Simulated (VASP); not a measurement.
# Cr: single point with RPBE

Crystal: Cr.

```
Cr
1.0
     4.14526    0.00000    0.00000
    -2.07263    3.58990    0.00000
     0.00000    0.00000    2.24607
Cr
3
Direct
  0.00000 0.00000 0.00000
  0.33333 0.66667 0.50000
  0.66667 0.33333 0.50000
```

This cell differs from its parent crystal: volume scaled by 0.92.

```
Program                : VASP 6.6.1
Task                   : single point
Functional             : RPBE
Potentials or basis    : VASP PAW PBE potentials, release 64 (Cr_pv)
Cutoff                 : 520 eV
k mesh                 : 10 × 10 × 15
Occupations            : fermi-dirac, width 0.1 eV
Spin                   : no spin polarisation
Dipole correction      : no
Further INCAR settings : ALGO = Normal; EDIFF = 1e-07; NBANDS = 25
```

* Pressure: 21.8 GPa
* Band gap on the k mesh: zero (band 18 reaches 12.07 eV, above the bottom of band 19 at 11.18 eV)

Stress tensor (GPa, compression positive):
```
21.05  0.00  0.00
 0.00 21.05  0.00
 0.00  0.00 23.26
```

Levels at points of the mesh, in eV from the Fermi level:
| k point | band 16 | band 17 | band 18 | band 19 | band 20 | band 21 |
| --- | --- | --- | --- | --- | --- | --- |
| (0.00, 0.00, 0.00) | -2.21 | -1.95 | -0.36 | -0.36 | 1.40 | 1.40 |
| (0.50, 0.00, 0.00) | -1.91 | -1.77 | 0.52 | 0.78 | 1.47 | 1.55 |

Run time: 38 s on 1 thread of Intel(R) Xeon(R) 6975P-C (Granite Rapids) (shared host), peak memory 0.19 GiB.

Caveat: the PAW data sets were made with another functional, which shifts forces and pressure a little; the run has no spin polarisation, though such a crystal can be magnetic. Spin polarisation is off, so any magnetic state and its effect on volume and gap are missing.
